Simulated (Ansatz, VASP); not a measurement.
## Two plane-wave programs on AlNi

```
CELL_PARAMETERS angstrom
2.89424 0.00000 0.00000
0.00000 2.89424 0.00000
0.00000 0.00000 2.89414
ATOMIC_POSITIONS crystal
Al 0.00000 0.00000 0.00000
Ni 0.50000 0.50000 0.50000
```

Alike in both runs: functional PBE; k mesh 20 × 20 × 20; occupations fermi-dirac, width 0.15 eV; no spin polarisation.

Ansatz relaxed the structure, and its values are those at the end. VASP's run is a single point on that final structure, the one shown.

```csv
,VASP,Ansatz
version,VASP 6.6.1,Ansatz 0.2.0
potentials or method,"VASP PAW PBE potentials, release 64 (Al, Ni), cutoff 600 eV","scalar-relativistic, plane waves, PAW"
valence electrons in the cell,13,21
```

|  | VASP | Ansatz | Ansatz less VASP |
| --- | --- | --- | --- |
| gap on the k mesh at the Fermi level (eV) | none | none | - |
| pressure (GPa) | -0.1 | 0.0 | +0.07 |

A gap of «none» marks a metal or a gap that the smearing closes. The functional is the same, so the differences come from potentials, cutoffs and numerics. VASP's potentials hold 13 valence electrons a cell and Ansatz's 21, so a difference there can come from the potentials and not from the codes.
